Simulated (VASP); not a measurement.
# ScRu3: single point with LDA

The system is ScRu3.

```
CELL_PARAMETERS angstrom
3.93844 0.00000 0.00000
0.00000 3.93844 0.00000
0.00000 0.00000 3.93844
ATOMIC_POSITIONS crystal
Ru 0.50000 0.50000 0.00000
Ru 0.50000 0.00000 0.50000
Ru 0.00000 0.50000 0.50000
Sc 0.00000 0.00000 0.00000
```

| Item | Value |
| --- | --- |
| Program | VASP 6.6.1 |
| Task | single point |
| Functional | LDA |
| Potentials or basis | VASP PAW LDA potentials, release 64 (Ru_pv, Sc_sv) |
| Cutoff | 520 eV |
| k mesh | 6 × 6 × 6 |
| Occupations | fermi-dirac, width 0.1 eV |
| Spin | no spin polarisation |
| Dipole correction | no |
| Further INCAR settings | ALGO = Normal; EDIFF = 1e-06; NBANDS = 34 |

* Pressure: -14.0 GPa

Levels at points of the mesh, in eV from the Fermi level:
| k point | band 24 | band 25 | band 26 | band 27 | band 28 | band 29 | band 30 | band 31 |
| --- | --- | --- | --- | --- | --- | --- | --- | --- |
| (0.00, 0.00, 0.00) | 0.67 | 0.67 | 1.78 | 2.24 | 2.24 | 2.24 | 3.90 | 3.90 |
| (0.50, 0.00, 0.00) | -0.86 | -0.60 | -0.19 | -0.19 | -0.10 | 0.93 | 2.25 | 2.64 |
| (0.50, 0.50, 0.00) | -1.51 | -0.76 | -0.73 | -0.73 | -0.12 | 0.10 | 0.21 | 3.16 |
| (0.50, 0.50, 0.50) | -0.50 | -0.50 | 1.07 | 1.64 | 1.64 | 1.64 | 1.81 | 1.81 |

It took 32 s on 1 thread of AMD EPYC 7R13 Processor (Zen 3), on a shared host, peak memory 0.14 GiB.
